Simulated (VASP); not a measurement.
The system is ZrTi3N4.

```
CELL_PARAMETERS angstrom
4.65466 0.00000 0.00000
0.00000 4.65466 0.00000
0.00000 0.00000 4.65466
ATOMIC_POSITIONS crystal
Zr 0.00000 0.00000 0.00000
Ti 0.50000 0.50000 0.00000
Ti 0.00000 0.50000 0.50000
Ti 0.50000 0.00000 0.50000
N 0.00000 0.00000 0.50000
N 0.50000 0.00000 0.00000
N 0.00000 0.50000 0.00000
N 0.50000 0.50000 0.50000
```

* Program: VASP 6.6.1
* Task: relaxation of cell and atoms
* Functional: PBE
* Potentials or basis: VASP PAW PBE potentials, release 64 (Zr_sv, Ti_sv, N)
* Cutoff: 600 eV
* k mesh: 4 × 4 × 4
* Occupations: gaussian, width 0.1 eV
* Spin: collinear spin, ferromagnetic start
* Starting moments: [0.0, 1.0, 1.0, 1.0, 0.0, 0.0, 0.0, 0.0] μB

At the start: pressure -34.2 GPa; volume 12.61 Å³/atom.

Q: Where does the relaxation end?

A: Over 5 steps the energy falls by 288.3 meV/atom and the volume is 10.32 Å³/atom (-18.1 %); space group Pm-3m (No. 221, to 0.05 Å); moment 0.00 μB per cell.

Step by step:
| step | energy change (eV) | largest force (eV/Å) | pressure (GPa) | volume (Å³) |
| --- | --- | --- | --- | --- |
| 1 | 0.0000 | 0.0000 | -34.20 | 100.85 |
| 2 | 1.5580 | 0.0000 | 92.00 | 66.45 |
| 3 | -2.3000 | 0.0000 | -2.53 | 83.54 |
| 4 | -2.3061 | 0.0000 | -0.65 | 82.92 |
| 5 | -2.3063 | 0.0000 | 0.43 | 82.59 |

Final structure:
```
CELL_PARAMETERS angstrom
4.35486 0.00000 0.00000
0.00000 4.35486 0.00000
0.00000 0.00000 4.35486
ATOMIC_POSITIONS crystal
Zr 0.00000 0.00000 0.00000
Ti 0.50000 0.50000 0.00000
Ti 0.00000 0.50000 0.50000
Ti 0.50000 0.00000 0.50000
N 0.00000 0.00000 0.50000
N 0.50000 0.00000 0.00000
N 0.00000 0.50000 0.00000
N 0.50000 0.50000 0.50000
```

Caveat: the volume moved by over 15 % at a fixed basis, so the end points are rough.
